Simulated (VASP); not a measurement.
Write the native input for VASP 6.6.1 that does the following.

```
Task                   : single point
Functional             : PBEsol
Potentials or basis    : VASP PAW PBE potentials, release 64 (Sn_d, O, Zr_sv)
Cutoff                 : 520 eV
k mesh                 : 6 × 6 × 4
Occupations            : fermi-dirac, width 0.02 eV
Spin                   : no spin polarisation
Dipole correction      : no
Further INCAR settings : ALGO = Normal; EDIFF = 1e-06; NBANDS = 63
```

The structure of ZrSn3O8 lies in POSCAR:

```
ZrSn3O8
1.0
    3.3985617912     -3.3829984628      0.0000000000
    3.3985617912      3.3829984628      0.0000000000
    0.0000000000      0.0000000000      6.4436384267
Sn O Zr
3 8 1
Direct
    0.5000000000      0.5000000000      0.0000000000
    0.0000000000      0.0000000000      0.7510837535
    0.0000000000      0.0000000000      0.2489162465
    0.1951149856      0.1951149856      0.0000000000
    0.8048850144      0.8048850144      0.0000000000
    0.6950550195      0.3049449805      0.7516177685
    0.3049449805      0.6950550195      0.7516177685
    0.1923131363      0.1923131363      0.5000000000
    0.8076868637      0.8076868637      0.5000000000
    0.6950550195      0.3049449805      0.2483822315
    0.3049449805      0.6950550195      0.2483822315
    0.5000000000      0.5000000000      0.5000000000
```

The input as run:

INCAR

```
PREC = Accurate
ENCUT = 520
EDIFF = 1E-6
ISMEAR = -1
SIGMA = 0.02
LREAL = F
LASPH = T
NELM = 60
ALGO = Normal
ISIF = 2
LWAVE = F
LCHARG = F
GGA = PS
NBANDS = 63
```

KPOINTS

```
Automatic mesh
0
Gamma
  6 6 4
```

Potentials or basis: VASP PAW PBE potentials, release 64 (Sn_d, O, Zr_sv).

The run is started by

```console
$ cat potpaw_PBE.64/Sn_d/POTCAR potpaw_PBE.64/O/POTCAR potpaw_PBE.64/Zr_sv/POTCAR > POTCAR
$ mpirun -np 1 vasp_std > vasp.out
```

It gave:

- Pressure: 0.6 GPa
- Largest force: 0.027 eV/Å
- Band gap on the k mesh: 1.94 eV

Caveat: the PAW data sets were made with another functional, which shifts forces and pressure a little; spin-orbit coupling is left out, which moves the levels of the heavy elements.

Run time: 3.9 min on 1 thread of Intel(R) Xeon(R) Platinum 8488C (Sapphire Rapids), on a shared host, peak memory 0.41 GiB.
